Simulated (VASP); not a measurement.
Input of a VASP 6.6.1 run:

File INCAR:

```
PREC = Accurate
ENCUT = 520
EDIFF = 1E-6
ISMEAR = 0
SIGMA = 0.15
LREAL = F
LASPH = T
NELM = 80
ALGO = Fast
ISIF = 2
LWAVE = F
LCHARG = F
GGA = PS
NBANDS = 17
```

The input KPOINTS:

```
Automatic mesh
0
Gamma
  15 15 8
```

File POSCAR:

```
Sr
1.0
    4.4393002273      0.0000000000      0.0000000000
   -2.2196501137      3.8445467718      0.0000000000
    0.0000000000      0.0000000000      6.8385000000
Sr
2
Direct
    0.3333333333      0.6666666667      0.2500000000
    0.6666666667      0.3333333333      0.7500000000
```

Potentials or basis: VASP PAW PBE potentials, release 64 (Sr_sv).

The run is started by

```console
$ cat potpaw_PBE.64/Sr_sv/POTCAR > POTCAR
$ mpirun -np 1 vasp_std > vasp.out
```

**Question.** Predict the band gap on the k mesh.

**Answer.** Zero (band 10 reaches 1.48 eV, above the bottom of band 11 at 1.14 eV).

**Question.** Predict the pressure.

**Answer.** -1.1 GPa.

Stress tensor (GPa, compression positive):
```
-1.41  0.00  0.00
 0.00 -1.41  0.00
 0.00  0.00 -0.38
```

Caveat: the cell differs from its parent crystal (strain +0.030 along x and y, -0.030 along z); the PAW data sets were made with another functional, which shifts forces and pressure a little.
